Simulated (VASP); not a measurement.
In4PN3: single point with PBE

In4PN3:

```
N In P
1.0
    -2.59624    2.59624    5.09886
     2.59624   -2.59624    5.09886
     2.59624    2.59624   -5.09886
N In P
3 4 1
Direct
  0.25000 0.75000 0.50000
  0.50000 0.50000 0.00000
  0.75000 0.25000 0.50000
  0.85980 0.41047 0.00000
  0.14020 0.14020 0.55066
  0.41047 0.85980 0.00000
  0.58953 0.58953 0.44934
  0.00000 0.00000 0.00000
```

- Program: VASP 6.6.1
- Task: single point
- Functional: PBE
- Potentials or basis: VASP PAW PBE potentials, release 64 (N, In_d, P)
- Cutoff: 520 eV
- k mesh: 6 × 6 × 6
- Occupations: fermi-dirac, width 0.02 eV
- Spin: no spin polarisation

```json
{
 "Pressure": "7.2 GPa",
 "Largest force": "0.049 eV/Å",
 "Band gap on the k mesh": "0.02 eV"
}
```

Forces on the atoms (eV/Å):
```
N    0.000  0.000  0.000
N    0.000  0.000  0.000
N    0.000  0.000  0.000
In   0.009 -0.009  0.047
In   0.009  0.009 -0.047
In  -0.009  0.009  0.047
In  -0.009 -0.009 -0.047
P    0.000  0.000  0.000
```

Stress tensor (GPa, compression positive):
```
7.31 0.00 0.00
0.00 7.31 0.00
0.00 0.00 7.10
```

Levels at points of the mesh, in eV from the valence-band top:
| k point | band 33 | band 34 | band 35 | band 36 | band 37 | band 38 | band 39 | band 40 |
| --- | --- | --- | --- | --- | --- | --- | --- | --- |
| (0.00, 0.00, 0.00) | -2.36 | -0.40 | 0.00 | 0.00 | 0.02 | 2.61 | 4.26 | 4.58 |
| (0.50, 0.00, 0.00) | -1.70 | -1.54 | -1.13 | -0.63 | 2.82 | 3.08 | 4.45 | 4.97 |
| (0.50, 0.50, 0.00) | -1.07 | -0.81 | -0.59 | -0.35 | 1.88 | 2.52 | 4.07 | 4.53 |
| (0.50, 0.50, 0.50) | -1.73 | -1.73 | -0.81 | -0.81 | 1.79 | 2.48 | 2.61 | 3.80 |

Run time: 3.7 min on 1 thread of Intel Xeon 8259CL, on a shared host, peak memory 0.41 GiB.

Caveat: the cell stands under pressure; the smearing spreads over this small gap; semilocal functionals underestimate gaps, and a narrow one can read as zero; spin-orbit coupling is left out, which moves the levels of the heavy elements.
